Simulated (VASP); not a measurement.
# TiSi2 (Immm) in VASP: further runs

Runs on TiSi2. Level: PBEsol. Tasks: single point.

Program: VASP 6.6.1. These are calculated values, not measurements. Logs are shortened: lines on timing, memory, paths and dates and some standing lists are left out, and cuts for length are marked.

**1. The cell of the first run**

Symmetry: Immm, No. 71, orthorhombic system. Conventional cell: a = 3.010 Å, b = 3.476 Å, c = 8.551 Å, α = 90.00°, β = 90.00°, γ = 90.00°. Within 3.6 Å of Ti (site symmetry mmm) lie 10 Si at 2.75 to 2.76 Å and 4 Ti at 3.01 to 3.48 Å. Si (site symmetry mm2) has 7 Si at 2.60 to 3.05 Å and 5 Ti at 2.75 to 2.76 Å within 3.4 Å.

**2. Single point, PBEsol**

Contents of INCAR:

```
PREC = Accurate
ENCUT = 520
EDIFF = 1E-6
ISMEAR = 0
SIGMA = 0.15
LREAL = False
LASPH = True
NELM = 80
ALGO = Normal
ISIF = 2
LWAVE = False
LCHARG = True
GGA = PS
LELF = True
LVHAR = True
NBANDS = 17
```

Contents of KPOINTS:

```
Automatic mesh
0
Gamma
  18 18 18
```

Contents of POSCAR:

```
TiSi2
1.0
   -1.5051685006      1.7382168590      4.2752973268
    1.5051685006     -1.7382168590      4.2752973268
    1.5051685006      1.7382168590     -4.2752973268
Ti Si
1 2
Direct
    0.0000000000      0.0000000000      0.0000000000
    0.3213883304      0.3213883304      0.0000000000
    0.6786116696      0.6786116696      0.0000000000
```

Potentials or basis: VASP PAW PBE potentials, release 64 (Ti_sv, Si).

Run with:

```console
$ cat potpaw_PBE.64/Ti_sv/POTCAR potpaw_PBE.64/Si/POTCAR > POTCAR
$ mpirun -np 1 vasp_std > vasp.out
```

OUTCAR:

```text
PREC = Accurate
   ENCUT = 520
   EDIFF = 1E-6
   ISMEAR = 0
   LREAL = False
   LASPH = True
   NELM = 80
   ISIF = 2
   GGA = PS

 ion  position               nearest neighbor table
   1  0.000  0.000  0.000-   2 2.75   3 2.75   3 2.76   2 2.76   3 2.76   3 2.76   3 2.76   2 2.76
                             2 2.76   2 2.76
   2  0.321  0.321  0.000-   3 2.60   3 2.60   3 2.60   3 2.60   1 2.75   1 2.76   1 2.76   1 2.76
                             1 2.76   3 3.05
   3  0.679  0.679  0.000-   2 2.60   2 2.60   2 2.60   2 2.60   1 2.75   1 2.76   1 2.76   1 2.76
                             1 2.76   2 3.05

  LATTYP: Found a body centered orthorhombic cell.
 ALAT       =     3.0103370012
 B/A-ratio  =     1.1548320725
 C/A-ratio  =     2.8404111069

  Lattice vectors:

 A1 = (  -1.5051685006,   1.7382168590,   4.2752973268)
 A2 = (   1.5051685006,  -1.7382168590,   4.2752973268)
 A3 = (   1.5051685006,   1.7382168590,  -4.2752973268)

Analysis of symmetry for initial positions (statically):
=====================================================================
 Subroutine PRICEL returns:
 Original cell was already a primitive cell.

 Routine SETGRP: Setting up the symmetry group for a
 body centered orthorhombic supercell.

 Subroutine GETGRP returns: Found  8 space group operations
 (whereof  8 operations were pure point group operations)
 out of a pool of  8 trial point group operations.

The static configuration has the point symmetry D_2h.

Analysis of symmetry for dynamics (positions and initial velocities):
=====================================================================
 Subroutine PRICEL returns:
 Original cell was already a primitive cell.

 Routine SETGRP: Setting up the symmetry group for a
 body centered orthorhombic supercell.

 Subroutine GETGRP returns: Found  8 space group operations
 (whereof  8 operations were pure point group operations)
 out of a pool of  8 trial point group operations.

The dynamic configuration has the point symmetry D_2h.

 Subroutine INISYM returns: Found  8 space group operations
 (whereof  8 operations are pure point group operations),
 and found     1 'primitive' translations

----------------------------------------------------------------------------------------

                                     Primitive cell

  volume of cell :      44.7420

  direct lattice vectors                    reciprocal lattice vectors
[... 84 lines left out ...]
   LNONCOLLINEAR =      F non collinear calculations
   LSORBIT =      F    spin-orbit coupling
   LASPH  =      T    aspherical Exc in radial PAW
   ENCUT  =  520.0 eV  38.22 Ry    6.18 a.u.   9.03  9.03  9.03*2*pi/ulx,y,z
   NELM   =     80;   NELMIN=  2; NELMDL= -5     # of ELM steps
   EDIFF  = 0.1E-05   stopping-criterion for ELM
   LREAL  =      F    real-space projection
   EDIFFG = 0.1E-04   stopping-criterion for IOM
   NSW    =      0    number of steps for IOM
   IBRION =     -1    ionic relax: 0-MD 1-quasi-New 2-CG
   NFREE  =      0    steps in history (QN), initial steepest desc. (CG)
   ISIF   =      2    stress and relaxation
   ISYM   =      2    0-nonsym 1-usesym 2-fastsym
   POTIM  = 0.5000    time-step for ionic-motion
   TEBEG  =    0.0;   TEEND  =   0.0 temperature during run
   PSTRESS=    0.0 pullay stress
   NELECT =      20.0000    total number of electrons
   NUPDOWN=      -1.0000    fix difference up-down
   EMIN   =  10.00;   EMAX   =-10.00  energy-range for DOS
   EFERMI =   0.00;   METHOD = LEGACY
   ISMEAR =     0;   SIGMA  =   0.15  broadening in eV -4-tet -1-fermi 0-gaus
   EFERMI_NEDOS =   21; number of points for ismear=-14 and -15
   IALGO  =     38    algorithm
   IMIX   =      4    mixing-type and parameters
     AMIX     =   0.40;   BMIX     =  1.00
     AMIX_MAG =   1.60;   BMIX_MAG =  1.00
  volume/ion in A,a.u.               =      14.91       100.64
  Fermi-wavevector in a.u.,A,eV,Ry     =   1.251737  2.365440 21.318222  1.566845
  Thomas-Fermi vector in A             =   2.385670
   LORBIT       =      0    0 simple, 1 ext, 2 COOP (PROOUT), +10 PAW based schemes
   GGA     = PS    functional components
   LHFCALC =     F    Hartree Fock is set to
   AEXX    =    0.0000 exact exchange contribution
   IVDW    =     0    specifies the selected vdW correction
   LEPSILON=     F    determine dielectric tensor
   LRPA    =     F    only Hartree local field effects (RPA)
 non-spin polarized calculation
 Gauss-broadening in eV      SIGMA  =   0.15
  energy-cutoff  :      520.00
  volume of cell :       44.74
 maximum number of plane-waves:      1244
   NGX = 19   NGY = 19   NGZ = 19

 number of electron      20.0000001 magnetization

 Free energy of the ion-electron system (eV)
  ---------------------------------------------------
  ext. energy  EPLUGINS =         0.00000000
  ---------------------------------------------------
  free energy    TOTEN  =       -21.19236849 eV

  energy without entropy =      -21.17431029  energy(sigma->0) =      -21.18333939

 E-fermi :   9.3352     XC(G=0): -11.5443

 val. band max:        9.3343749798   @ k =   0.3889   0.2222   0.0556
 cond. band min:       9.3364446575   @ k =   0.3889   0.1111   0.0556
 fundamental gap:      0.0020696777
 Fermi energy:         9.3352421356

 k-point     1 :       0.0000    0.0000    0.0000
  band No.  band energies     occupation
      1     -46.9154      2.00000
      2     -23.3190      2.00000
      3     -23.3105      2.00000
      4     -23.0945      2.00000
      5      -3.0586      2.00000
      6       5.0778      2.00000
[... 457 lines left out ...]
      4     -23.0996      2.00000
      5      -2.0040      2.00000
      6       3.0110      2.00000
[... 9 lines left out ...]
     16      16.1552      0.00000
     17      16.4320      0.00000

 [... further k-points ...]
[... 5 lines left out ...]
  --------------------------------------------------------------------------------------
  -------------------------------------------------------------------------------------
  Total       -2.1930237     -3.1772153     -2.4989673     -0.0000000      0.0000000      0.0000000
  in kB      -78.5305265   -113.7736884    -89.4861368     -0.0000000      0.0000000      0.0000000
  external PRESSURE =     -93.9301172 kB  Pullay stress =       0.0000000 kB

 VOLUME and BASIS-vectors are now :
 -----------------------------------------------------------------------------
  energy-cutoff  :      520.00
  volume of cell :       44.74
      direct lattice vectors                 reciprocal lattice vectors
    -1.505168501  1.738216859  4.275297327     0.000000000  0.287651105  0.116950930
     1.505168501 -1.738216859  4.275297327     0.332188722  0.000000000  0.116950930
     1.505168501  1.738216859 -4.275297327     0.332188722  0.287651105  0.000000000

 POSITION                                       TOTAL-FORCE (eV/Angst)
 -----------------------------------------------------------------------------------
      0.00000      0.00000      0.00000         0.000000     -0.000000     -0.000000
      0.00000      0.00000      2.74806         0.000000      0.000000      0.594616
      0.00000      0.00000      5.80253        -0.000000     -0.000000     -0.594616
 -----------------------------------------------------------------------------------
    total drift:                               -0.000000     -0.000000     -0.000000

  FREE ENERGIE OF THE ION-ELECTRON SYSTEM (eV)
  ---------------------------------------------------
  free  energy   TOTEN  =       -21.1923684905 eV

  energy  without entropy=      -21.1743102916  energy(sigma->0) =      -21.18333939
```

stdout:

```text
POSCAR found type information on POSCAR TiSi
 POSCAR found :  2 types and       3 ions
 scaLAPACK will be used
 -----------------------------------------------------------------------------
|                                                                             |
|                                                                             |
|     You enforced a specific xc type in the INCAR file but a different       |
|     I HOPE YOU KNOW WHAT YOU ARE DOING!                                     |
|                                                                             |
 -----------------------------------------------------------------------------

 LDA part: xc-table for (Slater+PW92), standard interpolation
 POSCAR, INCAR and KPOINTS ok, starting setup
 FFT: planning ... GRIDC
 FFT: planning ... GRID_SOFT
 FFT: planning ... GRID
 WAVECAR not read
 entering main loop
```

Wall time 5 min (1 thread of Intel Xeon 6975P-C (Granite Rapids), shared host); peak memory 0.72 GiB.

What came out:

| Item | Value |
| --- | --- |
| Free energy | -21.1924 eV |
| Pressure | -9.4 GPa |
| Largest force | 0.595 eV/Å |
| Band gap on the k mesh | zero (band 10 reaches 10.53 eV, above the bottom of band 11 at 8.45 eV) |

Forces on the atoms (eV/Å):
```
Ti   0.000  0.000  0.000
Si   0.000  0.000  0.595
Si   0.000  0.000 -0.595
```

Levels at points of the mesh, in eV from the Fermi level:
| k point | band 6 | band 7 | band 8 | band 9 | band 10 | band 11 | band 12 | band 13 | band 14 | band 15 |
| --- | --- | --- | --- | --- | --- | --- | --- | --- | --- | --- |
| (0.00, 0.00, 0.00) | -4.26 | -4.10 | -2.27 | -0.50 | 0.45 | 1.61 | 2.25 | 3.37 | 3.48 | 3.64 |
| (0.50, 0.00, 0.00) | -9.14 | -4.06 | -3.55 | -0.66 | 0.94 | 1.84 | 2.42 | 3.24 | 4.26 | 4.81 |
| (0.00, 0.50, 0.00) | -8.20 | -3.35 | -3.12 | -0.74 | -0.45 | 0.90 | 2.33 | 3.03 | 3.80 | 4.16 |
| (0.50, 0.50, 0.00) | -5.33 | -5.12 | -5.01 | -2.89 | -1.12 | -0.37 | 2.26 | 2.67 | 2.81 | 3.17 |
| (0.50, 0.50, 0.50) | -8.24 | -1.53 | -1.25 | -0.49 | 0.50 | 1.80 | 1.93 | 2.30 | 3.48 | 3.53 |

Caveat: the PAW data sets were made with another functional, which shifts forces and pressure a little.

**3. Single point, PBEsol**

This run uses another cell than the first one, of 13.81 Å³/atom, 0.926 times its volume.

Contents of INCAR:

```
SYSTEM = TiSi2
PREC = Accurate
ENCUT = 520
EDIFF = 1E-6
ISMEAR = 0
SIGMA = 0.15
LREAL = .FALSE.
LASPH = .TRUE.
NELM = 80
ALGO = Normal
ISIF = 2
LWAVE = .FALSE.
LCHARG = .FALSE.
GGA = PS
NBANDS = 17
```

Contents of KPOINTS:

```
regular mesh
0
G
  18 18 18
  0 0 0
```

Contents of POSCAR:

```
TiSi2
1.0
   -1.4670366439      1.6941809679      4.1669871775
    1.4670366439     -1.6941809679      4.1669871775
    1.4670366439      1.6941809679     -4.1669871775
Ti Si
1 2
Direct
    0.0000000000      0.0000000000      0.0000000000
    0.3303876381      0.3303876381      0.0000000000
    0.6696123619      0.6696123619      0.0000000000
```

Potentials or basis: VASP PAW PBE potentials, release 64 (Ti_sv, Si).

Run with:

```console
$ cat potpaw_PBE.64/Ti_sv/POTCAR potpaw_PBE.64/Si/POTCAR > POTCAR
$ mpirun -np 1 vasp_std > vasp.out
```

OUTCAR:

```text
SYSTEM = TiSi2
   PREC = Accurate
   ENCUT = 520
   EDIFF = 1E-6
   ISMEAR = 0
   LREAL = .FALSE.
   LASPH = .TRUE.
   NELM = 80
   ISIF = 2
   GGA = PS

 ion  position               nearest neighbor table
   1  0.000  0.000  0.000-   3 2.65   3 2.65   3 2.65   2 2.65   2 2.65   2 2.65   3 2.65   2 2.65
                             2 2.75   3 2.75
   2  0.330  0.330  0.000-   3 2.61   3 2.61   3 2.61   3 2.61   1 2.65   1 2.65   1 2.65   1 2.65
                             1 2.75   3 2.83
   3  0.670  0.670  0.000-   2 2.61   2 2.61   2 2.61   2 2.61   1 2.65   1 2.65   1 2.65   1 2.65
                             1 2.75   2 2.83

  LATTYP: Found a body centered orthorhombic cell.
 ALAT       =     2.9340732878
 B/A-ratio  =     1.1548320725
 C/A-ratio  =     2.8404111069

  Lattice vectors:

 A1 = (  -1.4670366439,   1.6941809679,   4.1669871775)
 A2 = (   1.4670366439,  -1.6941809679,   4.1669871775)
 A3 = (   1.4670366439,   1.6941809679,  -4.1669871775)

Analysis of symmetry for initial positions (statically):
=====================================================================
 Subroutine PRICEL returns:
 Original cell was already a primitive cell.

[... 166 lines left out ...]
  ---------------------------------------------------
  free energy    TOTEN  =       -21.34499459 eV

  energy without entropy =      -21.32960661  energy(sigma->0) =      -21.33730060

 E-fermi :  10.1981     XC(G=0): -11.8914

 val. band max:       10.1980338500   @ k =   0.1111   0.0556   0.0556
 cond. band min:      10.2003338657   @ k =   0.4444   0.1111   0.0556
 fundamental gap:      0.0023000156
 Fermi energy:        10.1980556941

 k-point     1 :       0.0000    0.0000    0.0000
  band No.  band energies     occupation
      1     -45.7240      2.00000
      2     -22.1631      2.00000
      3     -22.1440      2.00000
      4     -21.8851      2.00000
      5      -2.4791      2.00000
      6       5.3702      2.00000
[... 457 lines left out ...]
      4     -21.8915      2.00000
      5      -1.3499      2.00000
      6       3.8279      2.00000
[... 9 lines left out ...]
     16      17.7721      0.00000
     17      17.9519      0.00000

 [... further k-points ...]
[... 5 lines left out ...]
  --------------------------------------------------------------------------------------
  -------------------------------------------------------------------------------------
  Total        0.0404193      0.0430693      0.0343440      0.0000000      0.0000000      0.0000000
  in kB        1.5632079      1.6656938      1.3282453      0.0000000      0.0000000      0.0000000
  external PRESSURE =       1.5190490 kB  Pullay stress =       0.0000000 kB

 VOLUME and BASIS-vectors are now :
 -----------------------------------------------------------------------------
  energy-cutoff  :      520.00
  volume of cell :       41.43
      direct lattice vectors                 reciprocal lattice vectors
    -1.467036644  1.694180968  4.166987178     0.000000000  0.295127858  0.119990770
     1.467036644 -1.694180968  4.166987178     0.340823116  0.000000000  0.119990770
     1.467036644  1.694180968 -4.166987178     0.340823116  0.295127858  0.000000000

 POSITION                                       TOTAL-FORCE (eV/Angst)
 -----------------------------------------------------------------------------------
      0.00000      0.00000      0.00000        -0.000000      0.000000      0.000000
      0.00000      0.00000      2.75344         0.000000      0.000000     -0.006987
      0.00000      0.00000      5.58053        -0.000000     -0.000000      0.006987
 -----------------------------------------------------------------------------------
    total drift:                                0.000000      0.000000     -0.000000

  FREE ENERGIE OF THE ION-ELECTRON SYSTEM (eV)
  ---------------------------------------------------
  free  energy   TOTEN  =       -21.3449945851 eV

  energy  without entropy=      -21.3296066101  energy(sigma->0) =      -21.33730060
```

stdout:

```text
POSCAR found type information on POSCAR TiSi
 POSCAR found :  2 types and       3 ions
 scaLAPACK will be used
 -----------------------------------------------------------------------------
|                                                                             |
|                                                                             |
|     You enforced a specific xc type in the INCAR file but a different       |
|     I HOPE YOU KNOW WHAT YOU ARE DOING!                                     |
|                                                                             |
 -----------------------------------------------------------------------------

 LDA part: xc-table for (Slater+PW92), standard interpolation
 POSCAR, INCAR and KPOINTS ok, starting setup
 FFT: planning ... GRIDC
 FFT: planning ... GRID_SOFT
 FFT: planning ... GRID
 WAVECAR not read
 entering main loop
```

It took 4.9 min on 1 thread of Intel Xeon 6975P-C (Granite Rapids), shared host; peak memory 0.67 GiB.

What came out:

```yaml
Free_energy: -21.3450 eV
Pressure: 0.2 GPa
Largest_force: 0.007 eV/Å
Band_gap_on_the_k_mesh: zero (band 10 reaches 11.58 eV, above the bottom of band 11 at 9.14 eV)
```

Forces on the atoms (eV/Å):
```
Ti   0.000  0.000  0.000
Si   0.000  0.000 -0.007
Si   0.000  0.000  0.007
```

Caveat: the PAW data sets were made with another functional, which shifts forces and pressure a little.
